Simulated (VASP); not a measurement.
Set up this calculation in VASP 6.6.1, as the native input.

- Task: single point
- Functional: LDA
- Potentials or basis: VASP PAW LDA potentials, release 64 (Zn, S)
- Cutoff: 520 eV
- k mesh: 9 × 9 × 6
- Occupations: gaussian, width 0.01 eV
- Spin: no spin polarisation
- Dipole correction: no
- Further INCAR settings: ALGO = Normal; EDIFF = 1e-06; NBANDS = 26

The structure of ZnS (ldaat) lies in POSCAR:

```
ZnS
1.0
    3.7822379936      0.0000000000      0.0000000000
   -1.8911189968      3.2755141856      0.0000000000
    0.0000000000      0.0000000000      6.2081825480
Zn S
2 2
Direct
    0.3333333333      0.6666666667      0.0004376474
    0.6666666667      0.3333333333      0.5004376474
    0.3333333333      0.6666666667      0.3745623526
    0.6666666667      0.3333333333      0.8745623526
```

These files were run (other wordings do the same):

INCAR

```
PREC     = Accurate       # precision mode
ENCUT    = 520            # plane-wave cutoff, eV
EDIFF    = 1E-6           # SCF threshold, eV
ISMEAR   = 0              # smearing method
SIGMA    = 0.01           # smearing width, eV
LREAL    = False          # projectors in reciprocal space
LASPH    = True           # aspherical terms in the spheres
NELM     = 100            # most SCF steps
ALGO     = Normal         # electronic algorithm
ISIF     = 2              # what is computed and relaxed
LWAVE    = False          # write WAVECAR
LCHARG   = True           # write CHGCAR
LELF     = True           # ELF
LVHAR    = True         
NBANDS   = 26             # bands
```

KPOINTS

```
regular mesh
0
Gamma
  9 9 6
```

Potentials or basis: VASP PAW LDA potentials, release 64 (Zn, S).

Command:

```bash
$ cat potpaw_LDA.64/Zn/POTCAR potpaw_LDA.64/S/POTCAR > POTCAR
$ mpirun -np 1 vasp_std > vasp.out
```

It gave:

```json
{"Pressure": "-2.5 GPa", "Largest force": "0.004 eV/Å", "Band gap on the k mesh": "2.07 eV, direct"}
```

Wall time 57 s on 1 thread of Intel(R) Xeon(R) Platinum 8488C (Sapphire Rapids), on a shared host, peak memory 0.21 GiB.
